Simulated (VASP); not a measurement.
# SiO2 (Stishovite) (P4_2/mnm) in VASP: a series of runs

The runs below take SiO2 (Stishovite) through single point, with PBE.

Everything below comes from runs of VASP 6.6.1. Logs are shortened: lines on timing, memory, paths and dates and some standing lists are left out, and cuts for length are marked.

**1. The cell of the first run**

The structure is tetragonal, space group P4_2/mnm (No. 136). Conventional cell: a = 4.177 Å, b = 4.177 Å, c = 2.665 Å, α = 90.00°, β = 90.00°, γ = 90.00°. Si (site symmetry mmm) has 6 O at 1.76 to 1.81 Å within 2.3 Å. O (site symmetry m2m) has 3 Si at 1.76 to 1.81 Å and 1 O at 2.29 Å within 2.3 Å.

**2. Single point, PBE**

Contents of INCAR:

```
ALGO = Normal
EDIFF = 1E-6
ENCUT = 600
GGA = PE
GGA_COMPAT = False
ISIF = 2
ISMEAR = 0
LASPH = True
LCHARG = False
LREAL = False
LWAVE = False
NBANDS = 25
NELM = 120
PREC = Accurate
SIGMA = 0.01
```

Contents of KPOINTS:

```
k-points
0
Gamma
  4 4 5
```

Contents of POSCAR:

```
SiO2
1.0
    4.1773000000      0.0000000000      0.0000000000
    0.0000000000      4.1773000000      0.0000000000
    0.0000000000      0.0000000000      2.6652000000
Si O
2 4
Direct
    0.0000000000      0.0000000000      0.0000000000
    0.5000000000      0.5000000000      0.5000000000
    0.3059000000      0.3059000000      0.0000000000
    0.1941000000      0.8059000000      0.5000000000
    0.6941000000      0.6941000000      0.0000000000
    0.8059000000      0.1941000000      0.5000000000
```

Potentials or basis: VASP PAW PBE potentials, release 64 (Si, O).

Launch:

```bash
cat potpaw_PBE.64/Si/POTCAR potpaw_PBE.64/O/POTCAR > POTCAR
mpirun -np 1 vasp_std > vasp.out
```

OUTCAR:

```text
EDIFF = 1E-6
   ENCUT = 600
   GGA = PE
   ISIF = 2
   ISMEAR = 0
   LASPH = True
   LREAL = False
   NELM = 120
   PREC = Accurate

 ion  position               nearest neighbor table
   1  0.000  0.000  0.000-   4 1.76   6 1.76   4 1.76   6 1.76   5 1.81   3 1.81
   2  0.500  0.500  0.500-   3 1.76   5 1.76   3 1.76   5 1.76   4 1.81   6 1.81
   3  0.306  0.306  0.000-   2 1.76   2 1.76   1 1.81
   4  0.194  0.806  0.500-   1 1.76   1 1.76   2 1.81
   5  0.694  0.694  0.000-   2 1.76   2 1.76   1 1.81
   6  0.806  0.194  0.500-   1 1.76   1 1.76   2 1.81

  LATTYP: Found a simple tetragonal cell.
 ALAT       =     4.1773000000
 C/A-ratio  =     0.6380197735

  Lattice vectors:

 A1 = (   4.1773000000,   0.0000000000,   0.0000000000)
 A2 = (   0.0000000000,   4.1773000000,   0.0000000000)
 A3 = (   0.0000000000,   0.0000000000,   2.6652000000)

Analysis of symmetry for initial positions (statically):
=====================================================================
 Subroutine PRICEL returns:
 Original cell was already a primitive cell.

 Routine SETGRP: Setting up the symmetry group for a
 simple tetragonal supercell.

 Subroutine GETGRP returns: Found 16 space group operations
 (whereof  8 operations were pure point group operations)
 out of a pool of 16 trial point group operations.

The static configuration has the point symmetry D_2h.
 The point group associated with its full space group is D_4h.

Analysis of symmetry for dynamics (positions and initial velocities):
=====================================================================
 Subroutine PRICEL returns:
 Original cell was already a primitive cell.

 Routine SETGRP: Setting up the symmetry group for a
 simple tetragonal supercell.

 Subroutine GETGRP returns: Found 16 space group operations
 (whereof  8 operations were pure point group operations)
 out of a pool of 16 trial point group operations.

The dynamic configuration has the point symmetry D_2h.
 The point group associated with its full space group is D_4h.

 Subroutine INISYM returns: Found 16 space group operations
 (whereof  8 operations are pure point group operations),
 and found     1 'primitive' translations

----------------------------------------------------------------------------------------

                                     Primitive cell

  volume of cell :      46.5073

  direct lattice vectors                    reciprocal lattice vectors
     4.177300000  0.000000000  0.000000000     0.239389079  0.000000000  0.000000000
     0.000000000  4.177300000  0.000000000     0.000000000  0.239389079  0.000000000
     0.000000000  0.000000000  2.665200000     0.000000000  0.000000000  0.375206363

  length of vectors
     4.177300000  4.177300000  2.665200000     0.239389079  0.239389079  0.375206363

  position of ions in fractional coordinates (direct lattice)
     0.000000000  0.000000000  0.000000000
     0.500000000  0.500000000  0.500000000
     0.305900000  0.305900000  0.000000000
     0.194100000  0.805900000  0.500000000
     0.694100000  0.694100000  0.000000000
     0.805900000  0.194100000  0.500000000

  ion indices of the primitive-cell ions
   primitive index   ion index
                 1           1
                 2           2
                 3           3
                 4           4
                 5           5
                 6           6

----------------------------------------------------------------------------------------

 KPOINTS: k-points

Automatic generation of k-mesh.
 Grid dimensions read from file:
 generate k-points for:    4    4    5

 Generating k-lattice:

  Cartesian coordinates                     Fractional coordinates (reciprocal lattice)
     0.059847270  0.000000000  0.000000000     0.250000000  0.000000000  0.000000000
     0.000000000  0.059847270  0.000000000     0.000000000  0.250000000  0.000000000
     0.000000000  0.000000000  0.075041273     0.000000000  0.000000000  0.200000000

  Length of vectors
     0.059847270  0.059847270  0.075041273

  Shift w.r.t. Gamma in fractional coordinates (k-lattice)
     0.000000000  0.000000000  0.000000000

 Subroutine IBZKPT returns following result:
 ===========================================

 Found     18 irreducible k-points:

 Following reciprocal coordinates:
            Coordinates               Weight
  0.000000  0.000000  0.000000      1.000000
  0.250000  0.000000  0.000000      4.000000
  0.500000  0.000000  0.000000      2.000000
  0.250000  0.250000  0.000000      4.000000
  0.500000  0.250000  0.000000      4.000000
  0.500000  0.500000  0.000000      1.000000
[... 10 lines left out ...]
  0.500000  0.250000  0.400000      8.000000
  0.500000  0.500000  0.400000      2.000000
   k-points           NKPTS =     18   k-points in BZ     NKDIM =     18   number of bands    NBANDS=     25
   number of dos      NEDOS =    301   number of ions     NIONS =      6
   total plane-waves  NPLWV =  31104
   dimension x,y,z NGX =    36 NGY =   36 NGZ =   24
   dimension x,y,z NGXF=    72 NGYF=   72 NGZF=   48
   ions per type =               2   4
   NGX,Y,Z   is equivalent  to a cutoff of  14.33, 14.33, 14.97 a.u.
   NGXF,Y,Z  is equivalent  to a cutoff of  28.65, 28.65, 29.94 a.u.
 SYSTEM =  unknown system
   PREC   = accura    normal or accurate (medium, high low for compatibility)
   ISTART =      0    job   : 0-new  1-cont  2-samecut
   ICHARG =      2    charge: 1-file 2-atom 10-const
   ISPIN  =      1    spin polarized calculation?
   LNONCOLLINEAR =      F non collinear calculations
   LSORBIT =      F    spin-orbit coupling
   LASPH  =      T    aspherical Exc in radial PAW
   ENCUT  =  600.0 eV  44.10 Ry    6.64 a.u.   8.34  8.34  5.32*2*pi/ulx,y,z
   NELM   =    120;   NELMIN=  2; NELMDL= -5     # of ELM steps
   EDIFF  = 0.1E-05   stopping-criterion for ELM
   LREAL  =      F    real-space projection
   EDIFFG = 0.1E-04   stopping-criterion for IOM
   NSW    =      0    number of steps for IOM
   IBRION =     -1    ionic relax: 0-MD 1-quasi-New 2-CG
   NFREE  =      0    steps in history (QN), initial steepest desc. (CG)
   ISIF   =      2    stress and relaxation
   ISYM   =      2    0-nonsym 1-usesym 2-fastsym
   POTIM  = 0.5000    time-step for ionic-motion
   TEBEG  =    0.0;   TEEND  =   0.0 temperature during run
   PSTRESS=    0.0 pullay stress
   NELECT =      32.0000    total number of electrons
   NUPDOWN=      -1.0000    fix difference up-down
   EMIN   =  10.00;   EMAX   =-10.00  energy-range for DOS
   EFERMI =   0.00;   METHOD = LEGACY
   ISMEAR =     0;   SIGMA  =   0.01  broadening in eV -4-tet -1-fermi 0-gaus
   EFERMI_NEDOS =   21; number of points for ismear=-14 and -15
   IALGO  =     38    algorithm
   IMIX   =      4    mixing-type and parameters
     AMIX     =   0.40;   BMIX     =  1.00
     AMIX_MAG =   1.60;   BMIX_MAG =  1.00
  volume/ion in A,a.u.               =       7.75        52.31
  Fermi-wavevector in a.u.,A,eV,Ry     =   1.445277  2.731178 28.420200  2.088826
  Thomas-Fermi vector in A             =   2.563477
   LORBIT       =      0    0 simple, 1 ext, 2 COOP (PROOUT), +10 PAW based schemes
   GGA     = PE    functional components
   LHFCALC =     F    Hartree Fock is set to
   AEXX    =    0.0000 exact exchange contribution
   IVDW    =     0    specifies the selected vdW correction
   LEPSILON=     F    determine dielectric tensor
   LRPA    =     F    only Hartree local field effects (RPA)
 non-spin polarized calculation
 Gauss-broadening in eV      SIGMA  =   0.01
  energy-cutoff  :      600.00
  volume of cell :       46.51
 maximum number of plane-waves:      1575
 NGX is ok and might be reduce to    36
   NGX = 17   NGY = 17   NGZ = 11

 number of electron      32.0000002 magnetization

 Free energy of the ion-electron system (eV)
  ---------------------------------------------------
  ext. energy  EPLUGINS =         0.00000000
  ---------------------------------------------------
  free energy    TOTEN  =       -46.26706882 eV

  energy without entropy =      -46.26706882  energy(sigma->0) =      -46.26706882

 E-fermi :   8.3152     XC(G=0): -12.2776

 val. band max:        8.2594365706   @ k =   0.0000   0.0000   0.0000
 cond. band min:      13.8849198503   @ k =   0.0000   0.0000   0.0000
 fundamental gap:      5.6254832797
 Fermi energy:         8.3151951009

 k-point     1 :       0.0000    0.0000    0.0000
  band No.  band energies     occupation
      1     -14.3366      2.00000
      2     -10.6996      2.00000
      3     -10.6996      2.00000
      4     -10.4592      2.00000
      5      -2.6434      2.00000
      6       1.8061      2.00000
[... 17 lines left out ...]
     24      22.5624      0.00000
     25      24.1269      0.00000

 k-point     2 :       0.2500    0.0000    0.0000
  band No.  band energies     occupation
      1     -14.0116      2.00000
      2     -11.8032      2.00000
      3     -10.5389      2.00000
      4     -10.0200      2.00000
      5      -2.2120      2.00000
      6       0.4990      2.00000
[... 17 lines left out ...]
     24      21.8371      0.00000
     25      23.6719      0.00000

 k-point     3 :       0.5000    0.0000    0.0000
  band No.  band energies     occupation
      1     -13.0957      2.00000
      2     -13.0957      2.00000
      3     -10.1802      2.00000
      4     -10.1802      2.00000
      5      -1.0885      2.00000
      6      -1.0885      2.00000
[... 384 lines left out ...]
 k-point    17 :       0.5000    0.2500    0.4000
  band No.  band energies     occupation
      1     -11.5495      2.00000
      2     -11.5495      2.00000
      3     -10.1468      2.00000
      4     -10.1468      2.00000
      5      -1.7675      2.00000
      6      -1.7675      2.00000
[... 17 lines left out ...]
     24      22.0276      0.00000
     25      23.2906      0.00000

 k-point    18 :       0.5000    0.5000    0.4000
  band No.  band energies     occupation
      1     -11.4471      2.00000
      2     -11.4471      2.00000
      3     -10.2208      2.00000
      4     -10.2208      2.00000
      5      -2.2121      2.00000
      6      -2.2121      2.00000
[... 17 lines left out ...]
     24      22.5926      0.00000
     25      23.5656      0.00000

------------------------ aborting loop because EDIFF is reached ----------------------------------------

  FORCE on cell =-STRESS in cart. coord.  units (eV):
  Direction    XX          YY          ZZ          XY          YZ          ZX
  --------------------------------------------------------------------------------------
  -------------------------------------------------------------------------------------
  Total        2.9743237      2.9743237      3.6186951      0.0000000      0.0000000      0.0000000
  in kB      102.4655024    102.4655024    124.6641101      0.0000000      0.0000000      0.0000000
  external PRESSURE =     109.8650383 kB  Pullay stress =       0.0000000 kB

 VOLUME and BASIS-vectors are now :
 -----------------------------------------------------------------------------
  energy-cutoff  :      600.00
  volume of cell :       46.51
      direct lattice vectors                 reciprocal lattice vectors
     4.177300000  0.000000000  0.000000000     0.239389079  0.000000000  0.000000000
     0.000000000  4.177300000  0.000000000     0.000000000  0.239389079  0.000000000
     0.000000000  0.000000000  2.665200000     0.000000000  0.000000000  0.375206363

 POSITION                                       TOTAL-FORCE (eV/Angst)
 -----------------------------------------------------------------------------------
      0.00000      0.00000      0.00000         0.000000     -0.000000      0.000000
      2.08865      2.08865      1.33260         0.000000     -0.000000      0.000000
      1.27784      1.27784      0.00000        -0.069876     -0.069876      0.000000
      0.81081      3.36649      1.33260         0.069876     -0.069876      0.000000
      2.89946      2.89946      0.00000         0.069876      0.069876     -0.000000
      3.36649      0.81081      1.33260        -0.069876      0.069876     -0.000000
 -----------------------------------------------------------------------------------
    total drift:                                0.000000      0.000000     -0.000000

  FREE ENERGIE OF THE ION-ELECTRON SYSTEM (eV)
  ---------------------------------------------------
  free  energy   TOTEN  =       -46.2670688231 eV

  energy  without entropy=      -46.2670688231  energy(sigma->0) =      -46.26706882
```

Wall time 15 s (1 thread of Intel Xeon Platinum 8375C at 2.90GHz (Ice Lake), shared host); peak memory 0.17 GiB.

Results:

| Quantity | Value |
| --- | --- |
| Free energy | -46.2671 eV |
| Pressure | 11.0 GPa |
| Largest force | 0.099 eV/Å |
| Band gap on the k mesh | 5.63 eV, direct |

Forces in eV/Å, atoms in the order of the input:
```
Si   0.000  0.000  0.000
Si   0.000  0.000  0.000
O   -0.070 -0.070  0.000
O    0.070 -0.070  0.000
O    0.070  0.070  0.000
O   -0.070  0.070  0.000
```

Levels at points of the mesh, in eV from the valence-band top:
| k point | band 13 | band 14 | band 15 | band 16 | band 17 | band 18 | band 19 | band 20 |
| --- | --- | --- | --- | --- | --- | --- | --- | --- |
| (0.00, 0.00, 0.00) | -2.51 | -0.88 | -0.88 | 0.00 | 5.63 | 6.72 | 8.52 | 8.52 |
| (0.50, 0.00, 0.00) | -2.69 | -2.69 | -1.07 | -1.07 | 7.76 | 7.76 | 9.10 | 9.10 |
| (0.50, 0.50, 0.00) | -2.68 | -2.68 | -2.29 | -2.29 | 7.45 | 7.45 | 10.09 | 10.09 |

Caveat: the k points lie up to 0.47 Å⁻¹ apart.

**3. Single point, PBE**

Contents of INCAR:

```
  PREC = Accurate
  ENCUT = 600
  EDIFF = 1E-6
  ISMEAR = 0
  SIGMA = 0.01
  LREAL = F
  LASPH = T
  NELM = 120
  ALGO = Normal
  ISIF = 2
  LWAVE = F
  LCHARG = F
  GGA = PE
  NBANDS = 25
  GGA_COMPAT = F
```

Contents of KPOINTS:

```
regular mesh
0
Gamma
  5 5 8
```

POSCAR is that of step 2.

Potentials or basis: VASP PAW PBE potentials, release 64 (Si, O).

Launch:

```bash
cat potpaw_PBE.64/Si/POTCAR potpaw_PBE.64/O/POTCAR > POTCAR
mpirun -np 1 vasp_std > vasp.out
```

It took 22 s on 1 thread of Intel Xeon Platinum 8375C at 2.90GHz (Ice Lake), shared host; peak memory 0.18 GiB.

The run converged. Its results:

```yaml
Free_energy: -46.2694 eV
Pressure: 11.0 GPa
Largest_force: 0.099 eV/Å
Band_gap_on_the_k_mesh: 5.63 eV, direct
```

Forces in eV/Å, atoms in the order of the input:
```
Si   0.000  0.000  0.000
Si   0.000  0.000  0.000
O   -0.070 -0.070  0.000
O    0.070 -0.070  0.000
O    0.070  0.070  0.000
O   -0.070  0.070  0.000
```

Stress tensor (GPa, compression positive):
```
10.28  0.00  0.00
 0.00 10.28  0.00
 0.00  0.00 12.39
```

Levels at points of the mesh, in eV from the valence-band top:
```
           k point  band 14  band 15  band 16  band 17  band 18  band 19
(0.00, 0.00, 0.00)    -0.88    -0.88     0.00     5.63     6.72     8.52
(0.00, 0.00, 0.50)    -3.08    -2.69    -2.69     9.11     9.11    12.66
```
